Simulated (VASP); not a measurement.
Set up this calculation in VASP 6.6.1, as the native input.

```yaml
Task: single point
Functional: PBE
Potentials_or_basis: VASP PAW PBE potentials, release 64 (Cd, S)
Cutoff: 500 eV
k_mesh: 4 × 4 × 2
Occupations: gaussian, width 0.01 eV
Spin: no spin polarisation
Dipole_correction: no
Further_INCAR_settings: ALGO = Normal; EDIFF = 1e-06; NBANDS = 26
```

The structure of CdS (Greenockite) lies in POSCAR:

```
CdS
1.0
    4.1534694636     -0.0384037938      0.0088947754
   -2.1099949815      3.6162971492      0.0158162729
    0.0144439934      0.0379931116      6.7108976911
Cd S
2 2
Direct
    0.3356000000      0.6513100000      0.0098000000
    0.6353900000      0.3258200000      0.4968700000
    0.3943400000      0.6938500000      0.3849000000
    0.6800500000      0.3472600000      0.8919100000
```

The input as run:

INCAR

```
PREC = Accurate ; ENCUT = 500
EDIFF = 1E-6 ; ISMEAR = 0
SIGMA = 0.01 ; LREAL = False
LASPH = True ; NELM = 120
ALGO = Normal ; ISIF = 2
LWAVE = False ; LCHARG = True
GGA = PE ; LELF = True
LVHAR = True ; NBANDS = 26
GGA_COMPAT = False
```

KPOINTS

```
Automatic mesh
0
Gamma
  4 4 2
```

Potentials or basis: VASP PAW PBE potentials, release 64 (Cd, S).

The run is started by

```console
$ cat potpaw_PBE.64/Cd/POTCAR potpaw_PBE.64/S/POTCAR > POTCAR
$ mpirun -np 1 vasp_std > vasp.out
```

It gave:

```json
{"Pressure": "3.7 GPa", "Largest force": "1.523 eV/Å", "Band gap on the k mesh": "1.22 eV, direct"}
```

Caveat: the k points lie up to 0.47 Å⁻¹ apart; forces of over 1 eV/Å act on the atoms, so gaps and moduli don't describe the material at rest.

Run time: 73 s on 1 thread of AMD EPYC 7R13, with other jobs on the host, peak memory 0.19 GiB.
